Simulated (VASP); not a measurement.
Input of a VASP 6.6.1 run:

Contents of INCAR:

```
SYSTEM = Li
ALGO = Normal ; EDIFF = 1E-6
ENCUT = 520 ; GGA = PE
ISIF = 2 ; ISMEAR = 0
IVDW = 12 ; LASPH = .True.
LCHARG = .True. ; LELF = .True.
LREAL = .False. ; LVHAR = .True.
LWAVE = .False. ; NBANDS = 8
NELM = 60 ; PREC = Accurate
SIGMA = 0.1
```

File KPOINTS:

```
k-points
0
Gamma
  18 18 18
  0 0 0
```

Contents of POSCAR:

```
Li
1.0
    0.0000000000      2.0013594747      2.0013594747
    2.0013594747      0.0000000000      2.0013594747
    2.0013594747      2.0013594747      0.0000000000
Li
1
Direct
    0.0000000000      0.0000000000      0.0000000000
```

Potentials or basis: VASP PAW PBE potentials, release 64 (Li_sv).

Command:

```bash
$ cat potpaw_PBE.64/Li_sv/POTCAR > POTCAR
$ mpirun -np 1 vasp_std > vasp.out
```

(1) Estimate the dispersion energy per atom.

Results:

(1) -0.214 eV.
